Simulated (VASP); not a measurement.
# BSe (Fm-3m) in VASP: a series of runs

BSe is run at these levels: r2SCAN; tasks: single point.

Everything below comes from runs of VASP 6.6.1. Logs are shortened: lines on timing, memory, paths and dates and some standing lists are left out, and cuts for length are marked.

## (1) The cell of the first run

It takes space group Fm-3m (No. 225, cubic). Conventional cell: a = 5.153 Å, b = 5.153 Å, c = 5.153 Å, α = 90.00°, β = 90.00°, γ = 90.00°. Within 3.4 Å of B (site symmetry m-3m) lie 6 Se at 2.58 Å. Within 3.4 Å of Se (site symmetry m-3m) lie 6 B at 2.58 Å.

## (2) Single point, r2SCAN

POSCAR reads:

```
BSe
1.0
    0.0000000000      2.5763760000      2.5763760000
    2.5763760000      0.0000000000      2.5763760000
    2.5763760000      2.5763760000      0.0000000000
B Se
1 1
Direct
    0.5000000000      0.5000000000      0.5000000000
    0.0000000000      0.0000000000      0.0000000000
```

INCAR.step1 reads:

```
PREC = Accurate ; ENCUT = 550
ISMEAR = -1 ; SIGMA = 0.1
LREAL = F ; LASPH = T
NELM = 120 ; NBANDS = 12
GGA = PE ; ALGO = Normal
EDIFF = 1E-5 ; LWAVE = T
LCHARG = F ; GGA_COMPAT = F
```

INCAR.step2 reads:

```
PREC = Accurate ; ENCUT = 550
EDIFF = 1E-6 ; ISMEAR = -1
SIGMA = 0.1 ; LREAL = F
LASPH = T ; NELM = 120
ALGO = Normal ; ISIF = 2
LWAVE = F ; LCHARG = T
METAGGA = R2SCAN ; LMIXTAU = T
LELF = T ; LVHAR = T
NBANDS = 12 ; ISTART = 1
GGA_COMPAT = F
```

KPOINTS reads:

```
Automatic mesh
0
Gamma
  6 6 6
```

Potentials or basis: VASP PAW PBE potentials, release 64 (B, Se).

Run with:

```bash
cat potpaw_PBE.64/B/POTCAR potpaw_PBE.64/Se/POTCAR > POTCAR
cp INCAR.step1 INCAR
mpirun -np 1 vasp_std > vasp.out
cp INCAR.step2 INCAR
mpirun -np 1 vasp_std > vasp.out
```

OUTCAR:

```text
PREC = Accurate
   ENCUT = 550
   EDIFF = 1E-6
   ISMEAR = -1
   LREAL = F
   LASPH = T
   NELM = 120
   ISIF = 2
   METAGGA = R2SCAN
   ISTART = 1

 ion  position               nearest neighbor table
   1  0.500  0.500  0.500-
   2  0.000  0.000  0.000-

  LATTYP: Found a face centered cubic cell.
 ALAT       =     5.1527520000

  Lattice vectors:

 A1 = (   0.0000000000,   2.5763760000,   2.5763760000)
 A2 = (   2.5763760000,   0.0000000000,   2.5763760000)
 A3 = (   2.5763760000,   2.5763760000,   0.0000000000)

Analysis of symmetry for initial positions (statically):
=====================================================================
 Subroutine PRICEL returns:
 Original cell was already a primitive cell.

 Routine SETGRP: Setting up the symmetry group for a
 face centered cubic supercell.

 Subroutine GETGRP returns: Found 48 space group operations
 (whereof 48 operations were pure point group operations)
 out of a pool of 48 trial point group operations.

The static configuration has the point symmetry O_h .

Analysis of symmetry for dynamics (positions and initial velocities):
=====================================================================
 Subroutine PRICEL returns:
 Original cell was already a primitive cell.

 Routine SETGRP: Setting up the symmetry group for a
 face centered cubic supercell.

 Subroutine GETGRP returns: Found 48 space group operations
 (whereof 48 operations were pure point group operations)
 out of a pool of 48 trial point group operations.

The dynamic configuration has the point symmetry O_h .

 Subroutine INISYM returns: Found 48 space group operations
 (whereof 48 operations are pure point group operations),
 and found     1 'primitive' translations

----------------------------------------------------------------------------------------

                                     Primitive cell

  volume of cell :      34.2025

  direct lattice vectors                    reciprocal lattice vectors
     0.000000000  2.576376000  2.576376000    -0.194071052  0.194071052  0.194071052
     2.576376000  0.000000000  2.576376000     0.194071052 -0.194071052  0.194071052
     2.576376000  2.576376000  0.000000000     0.194071052  0.194071052 -0.194071052

  length of vectors
     3.643545881  3.643545881  3.643545881     0.336140922  0.336140922  0.336140922

  position of ions in fractional coordinates (direct lattice)
     0.500000000  0.500000000  0.500000000
     0.000000000  0.000000000  0.000000000
[... 75 lines left out ...]
   ISYM   =      2    0-nonsym 1-usesym 2-fastsym
   POTIM  = 0.5000    time-step for ionic-motion
   TEBEG  =    0.0;   TEEND  =   0.0 temperature during run
   PSTRESS=    0.0 pullay stress
   NELECT =       9.0000    total number of electrons
   NUPDOWN=      -1.0000    fix difference up-down
   EMIN   =  10.00;   EMAX   =-10.00  energy-range for DOS
   EFERMI =   0.00;   METHOD = LEGACY
   ISMEAR =    -1;   SIGMA  =   0.10  broadening in eV -4-tet -1-fermi 0-gaus
   EFERMI_NEDOS =   21; number of points for ismear=-14 and -15
   IALGO  =     38    algorithm
   IMIX   =      4    mixing-type and parameters
     AMIX     =   0.40;   BMIX     =  1.00
     AMIX_MAG =   1.60;   BMIX_MAG =  1.00
  volume/ion in A,a.u.               =      17.10       115.40
  Fermi-wavevector in a.u.,A,eV,Ry     =   1.049067  1.982449 14.973768  1.100541
  Thomas-Fermi vector in A             =   2.184014
   LORBIT       =      0    0 simple, 1 ext, 2 COOP (PROOUT), +10 PAW based schemes
   METAGGA = R2SCAN    functional components
   LHFCALC =     F    Hartree Fock is set to
   AEXX    =    0.0000 exact exchange contribution
   IVDW    =     0    specifies the selected vdW correction
   LEPSILON=     F    determine dielectric tensor
   LRPA    =     F    only Hartree local field effects (RPA)
 non-spin polarized calculation
  energy-cutoff  :      550.00
  volume of cell :       34.20
 maximum number of plane-waves:      1018
   NGX = 13   NGY = 13   NGZ = 13

 number of electron       8.9999999 magnetization

 Free energy of the ion-electron system (eV)
  ---------------------------------------------------
  ext. energy  EPLUGINS =         0.00000000
  ---------------------------------------------------
  free energy    TOTEN  =       -19.11835255 eV

  energy without entropy =      -19.08028273  energy(sigma->0) =      -19.09931764

 E-fermi :   3.6478     XC(G=0): -10.6051

 val. band max:        3.5291863348   @ k =   0.5000   0.1667   0.0000
 cond. band min:       3.6594322885   @ k =   0.5000   0.3333   0.1667
 fundamental gap:      0.1302459536
 Fermi energy:         3.6478286780

 k-point     1 :       0.0000    0.0000    0.0000
  band No.  band energies     occupation
      1     -11.6549      2.00000
      2       1.9051      2.00000
      3       2.4702      1.99998
      4       2.4702      1.99998
      5       2.4702      1.99998
      6       8.8788      0.00000
      7       8.8788      0.00000
      8       8.8788      0.00000
      9      12.7613      0.00000
     10      12.7613      0.00000
     11      12.7613      0.00000
     12      15.7689      0.00000
[... 211 lines left out ...]
 k-point    16 :      -0.3333    0.5000    0.1667
  band No.  band energies     occupation
      1      -9.2176      2.00000
      2      -2.4638      2.00000
      3      -2.0411      2.00000
      4      -0.7577      2.00000
      5       3.1802      1.98154
      6       7.7237      0.00000
      7      10.8420      0.00000
      8      11.1429      0.00000
      9      11.7997      0.00000
     10      15.8236      0.00000
     11      20.7819      0.00000
     12      22.1217      0.00000

------------------------ aborting loop because EDIFF is reached ----------------------------------------

  FORCE on cell =-STRESS in cart. coord.  units (eV):
  Direction    XX          YY          ZZ          XY          YZ          ZX
  --------------------------------------------------------------------------------------
  -------------------------------------------------------------------------------------
  Total       -3.7228996     -3.7228996     -3.7228996      0.0000000      0.0000000     -0.0000000
  in kB     -174.3950576   -174.3950576   -174.3950576      0.0000000      0.0000000     -0.0000000
  external PRESSURE =    -174.3950576 kB  Pullay stress =       0.0000000 kB

 VOLUME and BASIS-vectors are now :
 -----------------------------------------------------------------------------
  energy-cutoff  :      550.00
  volume of cell :       34.20
      direct lattice vectors                 reciprocal lattice vectors
     0.000000000  2.576376000  2.576376000    -0.194071052  0.194071052  0.194071052
     2.576376000  0.000000000  2.576376000     0.194071052 -0.194071052  0.194071052
     2.576376000  2.576376000  0.000000000     0.194071052  0.194071052 -0.194071052

 POSITION                                       TOTAL-FORCE (eV/Angst)
 -----------------------------------------------------------------------------------
      2.57638      2.57638      2.57638         0.000000      0.000000      0.000000
      0.00000      0.00000      0.00000        -0.000000     -0.000000      0.000000
 -----------------------------------------------------------------------------------
    total drift:                                0.000000      0.000000      0.000000

  FREE ENERGIE OF THE ION-ELECTRON SYSTEM (eV)
  ---------------------------------------------------
  free  energy   TOTEN  =       -19.1183525507 eV

  energy  without entropy=      -19.0802827271  energy(sigma->0) =      -19.09931764
```

OUTCAR.step1:

```text
PREC = Accurate
   ENCUT = 550
   ISMEAR = -1
   LREAL = F
   LASPH = T
   NELM = 120
[... 447 lines left out ...]
 -----------------------------------------------------------------------------------
      2.57638      2.57638      2.57638         0.000000      0.000000      0.000000
      0.00000      0.00000      0.00000         0.000000     -0.000000     -0.000000
 -----------------------------------------------------------------------------------
    total drift:                                0.000000      0.000000      0.000000

  FREE ENERGIE OF THE ION-ELECTRON SYSTEM (eV)
  ---------------------------------------------------
  free  energy   TOTEN  =        -7.7794094649 eV

  energy  without entropy=       -7.7418101463  energy(sigma->0) =       -7.76060981
```

OSZICAR.step1:

```text
N       E                     dE             d eps       ncg     rms          rms(c)
DAV:   1     0.143545971457E+02    0.14355E+02   -0.36976E+03   384   0.618E+02
DAV:   2    -0.699268966788E+01   -0.21347E+02   -0.20448E+02   564   0.109E+02
DAV:   3    -0.777003785538E+01   -0.77735E+00   -0.77317E+00   484   0.157E+01
DAV:   4    -0.777237604396E+01   -0.23382E-02   -0.23380E-02   436   0.104E+00
DAV:   5    -0.777238140992E+01   -0.53660E-05   -0.53661E-05   496   0.522E-02    0.301E+00
DAV:   6    -0.777206929162E+01    0.31212E-03   -0.61380E-02   424   0.785E-01    0.174E+00
DAV:   7    -0.777757810276E+01   -0.55088E-02   -0.55011E-03   460   0.521E-01    0.622E-01
DAV:   8    -0.777930735648E+01   -0.17293E-02   -0.11027E-03   428   0.253E-01    0.619E-02
DAV:   9    -0.777940513008E+01   -0.97774E-04   -0.10631E-04   452   0.617E-02    0.254E-02
DAV:  10    -0.777940946485E+01   -0.43348E-05   -0.14544E-05   328   0.192E-02
   1 F= -.77794095E+01 E0= -.77606098E+01  d E =-.375993E-01
```

Run time: 96 s. Hardware: 1 thread of Intel Xeon 8259CL, shared host; peak memory 0.17 GiB.

What came out:

```yaml
Free_energy: -19.1184 eV
Pressure: -17.4 GPa
Band_gap_on_the_k_mesh: zero (an odd number of electrons rules out a gap without spin polarisation)
```

Caveat: the cell stands under tension; the PAW data sets were made with another functional, which shifts forces and pressure a little.

## (3) Single point, r2SCAN

POSCAR is that of step 2.

INCAR.step1 reads:

```
SYSTEM = BSe
PREC = Accurate
ENCUT = 550
ISMEAR = -1
SIGMA = 0.1
LREAL = .False.
LASPH = .True.
NELM = 120
NBANDS = 12
GGA = PE
ALGO = Normal
EDIFF = 1E-5
LWAVE = .True.
LCHARG = .False.
GGA_COMPAT = .False.
```

INCAR.step2 reads:

```
SYSTEM = BSe
PREC = Accurate
ENCUT = 550
EDIFF = 1E-6
ISMEAR = -1
SIGMA = 0.1
LREAL = .False.
LASPH = .True.
NELM = 120
ALGO = Normal
ISIF = 2
LWAVE = .False.
LCHARG = .False.
METAGGA = R2SCAN
LMIXTAU = .True.
NBANDS = 12
ISTART = 1
GGA_COMPAT = .False.
```

KPOINTS reads:

```
regular mesh
0
Gamma
  6 6 6
  0 0 0
```

Potentials or basis: VASP PAW PBE potentials, release 64 (B, Se).

Run with:

```bash
cat potpaw_PBE.64/B/POTCAR potpaw_PBE.64/Se/POTCAR > POTCAR
cp INCAR.step1 INCAR
mpirun -np 1 vasp_std > vasp.out
cp INCAR.step2 INCAR
mpirun -np 1 vasp_std > vasp.out
```

It took 73 s on 1 thread of Intel Xeon 8259CL, shared host; peak memory 0.17 GiB.

Results (log left out):

- Free energy: -19.1184 eV
- Pressure: -17.4 GPa
- Band gap on the k mesh: zero (an odd number of electrons rules out a gap without spin polarisation)

Levels at points of the mesh, in eV from the Fermi level:
```csv
k point,band 2,band 3,band 4,band 5,band 6,band 7
"(0.00, 0.00, 0.00)",-1.74,-1.18,-1.18,-1.18,5.23,5.23
"(0.50, 0.00, 0.00)",-8.29,-0.76,-0.76,1.53,1.53,2.05
"(0.50, 0.50, 0.00)",-6.19,-4.56,-3.49,-3.49,5.18,7.03
```

Caveat: the cell stands under tension; the PAW data sets were made with another functional, which shifts forces and pressure a little.
